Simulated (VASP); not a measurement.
# Si (Fd-3m) in VASP: single point with PBE

Aim: the single point of Si with PBE.

Everything below comes from runs of VASP 6.6.1. Logs are shortened: lines on timing, memory, paths and dates and some standing lists are left out, and cuts for length are marked.

### 1 The cell of the first run

It takes space group Fd-3m (No. 227, cubic). The conventional cell has a = 5.520 Å, b = 5.520 Å, c = 5.520 Å, α = 90.00°, β = 90.00°, γ = 90.00°. Si (site symmetry -43m) has 4 Si at 2.39 Å within 3.2 Å.

### 2 Single point, PBE (volume scaled by 1.05)

Contents of INCAR:

```
SYSTEM = Si
ALGO = Normal ; EDIFF = 1E-6
ENCUT = 520 ; GGA = PE
ISIF = 2 ; ISMEAR = -1
LASPH = .TRUE. ; LCHARG = .FALSE.
LREAL = .FALSE. ; LWAVE = .FALSE.
NBANDS = 11 ; NELM = 60
PREC = Accurate ; SIGMA = 0.08
```

Contents of KPOINTS:

```
k-points
0
G
  12 12 12
  0 0 0
```

Contents of POSCAR:

```
Si
1.0
    0.0000000000      2.7599938150      2.7599938150
    2.7599938150      0.0000000000      2.7599938150
    2.7599938150      2.7599938150      0.0000000000
Si
2
Direct
    0.5000000000      0.5000000000      0.5000000000
    0.7500000000      0.7500000000      0.7500000000
```

Potentials or basis: VASP PAW PBE potentials, release 64 (Si).

The run is started by

```bash
$ cat potpaw_PBE.64/Si/POTCAR > POTCAR
$ mpirun -np 1 vasp_std > vasp.out
```

OUTCAR:

```text
SYSTEM = Si
   EDIFF = 1E-6
   ENCUT = 520
   GGA = PE
   ISIF = 2
   ISMEAR = -1
   LASPH = .TRUE.
   LREAL = .FALSE.
   NELM = 60
   PREC = Accurate

 ion  position               nearest neighbor table
   1  0.500  0.500  0.500-   2 2.39   2 2.39   2 2.39   2 2.39
   2  0.750  0.750  0.750-   1 2.39   1 2.39   1 2.39   1 2.39

  LATTYP: Found a face centered cubic cell.
 ALAT       =     5.5199876300

  Lattice vectors:

 A1 = (   0.0000000000,   2.7599938150,   2.7599938150)
 A2 = (   2.7599938150,   0.0000000000,   2.7599938150)
 A3 = (   2.7599938150,   2.7599938150,   0.0000000000)

Analysis of symmetry for initial positions (statically):
=====================================================================
 Subroutine PRICEL returns:
 Original cell was already a primitive cell.

 Routine SETGRP: Setting up the symmetry group for a
 face centered cubic supercell.

 Subroutine GETGRP returns: Found 48 space group operations
 (whereof 24 operations were pure point group operations)
 out of a pool of 48 trial point group operations.

The static configuration has the point symmetry T_d .
 The point group associated with its full space group is O_h .

Analysis of symmetry for dynamics (positions and initial velocities):
=====================================================================
 Subroutine PRICEL returns:
 Original cell was already a primitive cell.

 Routine SETGRP: Setting up the symmetry group for a
 face centered cubic supercell.

 Subroutine GETGRP returns: Found 48 space group operations
 (whereof 24 operations were pure point group operations)
 out of a pool of 48 trial point group operations.

The dynamic configuration has the point symmetry T_d .
 The point group associated with its full space group is O_h .

 Subroutine INISYM returns: Found 48 space group operations
 (whereof 24 operations are pure point group operations),
 and found     1 'primitive' translations

----------------------------------------------------------------------------------------

                                     Primitive cell

  volume of cell :      42.0489

  direct lattice vectors                    reciprocal lattice vectors
     0.000000000  2.759993815  2.759993815    -0.181159826  0.181159826  0.181159826
     2.759993815  0.000000000  2.759993815     0.181159826 -0.181159826  0.181159826
     2.759993815  2.759993815  0.000000000     0.181159826  0.181159826 -0.181159826

  length of vectors
     3.903220685  3.903220685  3.903220685     0.313778023  0.313778023  0.313778023

[... 84 lines left out ...]
   IBRION =     -1    ionic relax: 0-MD 1-quasi-New 2-CG
   NFREE  =      0    steps in history (QN), initial steepest desc. (CG)
   ISIF   =      2    stress and relaxation
   ISYM   =      2    0-nonsym 1-usesym 2-fastsym
   POTIM  = 0.5000    time-step for ionic-motion
   TEBEG  =    0.0;   TEEND  =   0.0 temperature during run
   PSTRESS=    0.0 pullay stress
   NELECT =       8.0000    total number of electrons
   NUPDOWN=      -1.0000    fix difference up-down
   EMIN   =  10.00;   EMAX   =-10.00  energy-range for DOS
   EFERMI =   0.00;   METHOD = LEGACY
   ISMEAR =    -1;   SIGMA  =   0.08  broadening in eV -4-tet -1-fermi 0-gaus
   EFERMI_NEDOS =   21; number of points for ismear=-14 and -15
   IALGO  =     38    algorithm
   IMIX   =      4    mixing-type and parameters
     AMIX     =   0.40;   BMIX     =  1.00
     AMIX_MAG =   1.60;   BMIX_MAG =  1.00
  volume/ion in A,a.u.               =      21.02       141.88
  Fermi-wavevector in a.u.,A,eV,Ry     =   0.941572  1.779312 12.062343  0.886557
  Thomas-Fermi vector in A             =   2.069096
   LORBIT       =      0    0 simple, 1 ext, 2 COOP (PROOUT), +10 PAW based schemes
   GGA     = PE    functional components
   LHFCALC =     F    Hartree Fock is set to
   AEXX    =    0.0000 exact exchange contribution
   IVDW    =     0    specifies the selected vdW correction
   LEPSILON=     F    determine dielectric tensor
   LRPA    =     F    only Hartree local field effects (RPA)
 non-spin polarized calculation
  energy-cutoff  :      520.00
  volume of cell :       42.05
 maximum number of plane-waves:      1158
 NGX is ok and might be reduce to    30
   NGX = 15   NGY = 15   NGZ = 15

 number of electron       8.0000000 magnetization

 Free energy of the ion-electron system (eV)
  ---------------------------------------------------
  ext. energy  EPLUGINS =         0.00000000
  ---------------------------------------------------
  free energy    TOTEN  =       -10.84112978 eV

  energy without entropy =      -10.84094060  energy(sigma->0) =      -10.84103519

 E-fermi :   5.6641     XC(G=0):  -9.2189

 val. band max:        5.3413052389   @ k =   0.0000   0.0000   0.0000
 cond. band min:       5.9991820792   @ k =   0.4167   0.4167   0.0000
 fundamental gap:      0.6578768403
 Fermi energy:         5.6641265596

 k-point     1 :       0.0000    0.0000    0.0000
  band No.  band energies     occupation
      1      -6.2866      2.00000
      2       5.3413      1.96525
      3       5.3413      1.96525
      4       5.3413      1.96525
      5       7.8858      0.00000
      6       7.8858      0.00000
      7       7.8858      0.00000
      8       8.1599      0.00000
      9      13.0353      0.00000
     10      13.0353      0.00000
     11      13.1104      0.00000
[... 309 lines left out ...]
 k-point    24 :      -0.4167    0.1667    0.0000
  band No.  band energies     occupation
      1      -3.8115      2.00000
      2      -1.2312      2.00000
      3       2.4657      2.00000
      4       3.8182      2.00000
      5       7.4935      0.00000
      6       9.3006      0.00000
      7       9.7038      0.00000
      8      13.1275      0.00000
      9      13.6752      0.00000
     10      14.0094      0.00000
     11      16.2795      0.00000

 [... further k-points ...]
[... 5 lines left out ...]
  --------------------------------------------------------------------------------------
  -------------------------------------------------------------------------------------
  Total       -0.6154374     -0.6154374     -0.6154374     -0.0000000     -0.0000000     -0.0000000
  in kB      -23.4498541    -23.4498541    -23.4498541     -0.0000000     -0.0000000     -0.0000000
  external PRESSURE =     -23.4498541 kB  Pullay stress =       0.0000000 kB

 VOLUME and BASIS-vectors are now :
 -----------------------------------------------------------------------------
  energy-cutoff  :      520.00
  volume of cell :       42.05
      direct lattice vectors                 reciprocal lattice vectors
     0.000000000  2.759993815  2.759993815    -0.181159826  0.181159826  0.181159826
     2.759993815  0.000000000  2.759993815     0.181159826 -0.181159826  0.181159826
     2.759993815  2.759993815  0.000000000     0.181159826  0.181159826 -0.181159826

 POSITION                                       TOTAL-FORCE (eV/Angst)
 -----------------------------------------------------------------------------------
      2.75999      2.75999      2.75999         0.000000     -0.000000      0.000000
      4.13999      4.13999      4.13999        -0.000000      0.000000     -0.000000
 -----------------------------------------------------------------------------------
    total drift:                                0.000000     -0.000000     -0.000000

  FREE ENERGIE OF THE ION-ELECTRON SYSTEM (eV)
  ---------------------------------------------------
  free  energy   TOTEN  =       -10.8411297798 eV

  energy  without entropy=      -10.8409406005  energy(sigma->0) =      -10.84103519
```

OSZICAR:

```text
N       E                     dE             d eps       ncg     rms          rms(c)
DAV:   1     0.951920959291E+01    0.95192E+01   -0.32498E+03  1584   0.587E+02
DAV:   2    -0.103851485179E+02   -0.19904E+02   -0.19131E+02  2151   0.856E+01
DAV:   3    -0.109893660834E+02   -0.60422E+00   -0.60264E+00  2062   0.136E+01
DAV:   4    -0.109939731160E+02   -0.46070E-02   -0.46064E-02  1841   0.146E+00
DAV:   5    -0.109940237224E+02   -0.50606E-04   -0.50606E-04  2035   0.147E-01    0.458E+00
DAV:   6    -0.108892470738E+02    0.10478E+00   -0.57103E-02  1802   0.984E-01    0.278E+00
DAV:   7    -0.108395850292E+02    0.49662E-01   -0.11498E-01  1828   0.151E+00    0.150E-01
DAV:   8    -0.108408830765E+02   -0.12980E-02   -0.54162E-03  1811   0.390E-01    0.772E-02
DAV:   9    -0.108411057241E+02   -0.22265E-03   -0.22093E-04  1999   0.887E-02    0.560E-02
DAV:  10    -0.108411289666E+02   -0.23242E-04   -0.20080E-05  1859   0.260E-02    0.460E-03
DAV:  11    -0.108411297798E+02   -0.81322E-06   -0.20172E-06  1925   0.734E-03
   1 F= -.10841130E+02 E0= -.10841035E+02  d E =-.189179E-03
```

stdout:

```text
POSCAR found type information on POSCAR Si
 POSCAR found :  1 types and       2 ions
 scaLAPACK will be used
 LDA part: xc-table for (Slater+PW92), standard interpolation
 POSCAR, INCAR and KPOINTS ok, starting setup
 FFT: planning ... GRIDC
 FFT: planning ... GRID_SOFT
 FFT: planning ... GRID
 WAVECAR not read
 entering main loop
```

Wall time 15 s (1 thread of AMD EPYC 9R45 (Zen 5), shared host); peak memory 0.14 GiB.

Results:

```
Free energy            : -10.8411 eV
Pressure               : -2.3 GPa
Band gap on the k mesh : 0.66 eV, indirect (least direct gap 2.52 eV)
```

 A k mesh can miss the band edges.
